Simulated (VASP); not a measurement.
Wanted: the native input for a VASP 6.6.1 run.

```yaml
Task: single point
Functional: PBEsol
Potentials_or_basis: VASP PAW PBE potentials, release 64 (W_sv, C_h)
Cutoff: 910 eV
k_mesh: 10 × 10 × 10
Occupations: fermi-dirac, width 0.05 eV
Spin: no spin polarisation
Hubbard_terms: W d U = 3.0 eV
Dipole_correction: no
Second_run: hard_potentials
Further_INCAR_settings: ALGO = Normal; EDIFF = 1e-06; NBANDS = 16
```

The structure of WC lies in POSCAR:

```
WC
1.0
    0.0000000000      2.1731743529      2.1731743529
    2.1731743529      0.0000000000      2.1731743529
    2.1731743529      2.1731743529      0.0000000000
W C
1 1
Direct
    0.0000000000      0.0000000000      0.0000000000
    0.5000000000      0.5000000000      0.5000000000
```

One way to write it, as run:

INCAR

```
SYSTEM = WC
PREC = Accurate
ENCUT = 910
EDIFF = 1E-6
ISMEAR = -1
SIGMA = 0.05
LREAL = .False.
LASPH = .True.
NELM = 200
ALGO = Normal
ISIF = 2
LWAVE = .False.
LCHARG = .False.
LMAXMIX = 4
LDAU = .True.
LDAUTYPE = 2
LDAUL = 2 -1
LDAUU = 3 0
LDAUJ = 0 0
LDAUPRINT = 1
GGA = PS
NBANDS = 16
GGA_COMPAT = .False.
```

KPOINTS

```
regular mesh
0
Gamma
  10 10 10
  0 0 0
```

Potentials or basis: VASP PAW PBE potentials, release 64 (W_sv, C_h).

Run with:

```sh
$ cat potpaw_PBE.64/W_sv/POTCAR potpaw_PBE.64/C_h/POTCAR > POTCAR
$ mpirun -np 1 vasp_std > vasp.out
```

It gave:

```yaml
Pressure: 6.4 GPa
Band_gap_on_the_k_mesh: zero (band 9 reaches 14.43 eV, above the bottom of band 10 at 11.07 eV)
```

Caveat: the cutoff is under 1.25 times the usual one of these potentials, so pressure, stress and relaxed cells hold a basis-set (Pulay) error; the PAW data sets were made with another functional, which shifts forces and pressure a little; spin-orbit coupling is left out, which moves the levels of the heavy elements; U without spin polarisation on a metal has little footing; the U is typed as a test and isn't derived for this compound.

It took 23 s on 1 thread of AMD EPYC 7R43 64-Core Processor (Zen 3), on a shared host, peak memory 0.16 GiB.
